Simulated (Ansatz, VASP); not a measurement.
Cs2GaPt in VASP and in Ansatz

```
CELL_PARAMETERS angstrom
4.56832 0.00000 0.00000
-2.28416 3.95628 0.00000
0.00000 0.00000 10.11951
ATOMIC_POSITIONS crystal
Cs 0.00000 0.00000 0.69630
Cs 0.00000 0.00000 0.30370
Ga 0.33333 0.66667 0.00000
Pt 0.33333 0.66667 0.50000
```

Alike in both runs: functional PBE; k mesh 6 × 6 × 2; occupations gaussian, width 0.1 eV; no spin polarisation.

Ansatz relaxed the structure, and its values are those at the end. VASP's run is a single point on that final structure, the one shown.

```csv
,VASP,Ansatz
version,VASP 6.6.1,Ansatz 0.2.0
potentials or method,"VASP PAW PBE potentials, release 64 (Cs_sv, Ga_d, Pt), cutoff 520 eV","scalar-relativistic, plane waves, PAW"
valence electrons in the cell,41,49
```

Ansatz gave:

```
gap on the k mesh at the Fermi level (eV) : none
pressure (GPa)                            : -0.1
rms of the force components (eV/Å)        : 0.007
```

Question: Estimate VASP's values.

Answer: gap on the k mesh at the Fermi level (eV): none; pressure (GPa): 0.0; rms of the force components (eV/Å): 0.008.

A gap of «none» marks a metal or a gap that the smearing closes. VASP's potentials hold 41 valence electrons a cell and Ansatz's 49, so a difference there can come from the potentials and not from the codes.

Neither program's run includes spin-orbit coupling.
